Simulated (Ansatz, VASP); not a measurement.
One calculation of In, two programs

```
In
1.0
    -1.88253    1.88253    1.88253
     1.88253   -1.88253    1.88253
     1.88253    1.88253   -1.88253
In
1
Cartesian
  -0.0544 -0.0494 0.0024
```

Alike in both runs: task single point; functional r2SCAN; k mesh 6 × 6 × 6; occupations fermi-dirac, width 0.1 eV; no spin polarisation.

|  | VASP | Ansatz |
| --- | --- | --- |
| version | VASP 6.6.1 | Ansatz 0.2.0 |
| potentials or method | VASP PAW PBE potentials, release 64 (In_d), cutoff 550 eV | plane waves, PAW |
| valence electrons in the cell | 13 | 13 |

```csv
,VASP,Ansatz,Ansatz less VASP
pressure (GPa),-0.9,-0.9,-0.03
```

VASP's potentials were made for PBE, not for r2SCAN. Ansatz's warnings: stress scf threshold loose.

The k mesh is coarse, so the values compare programs but aren't converged.
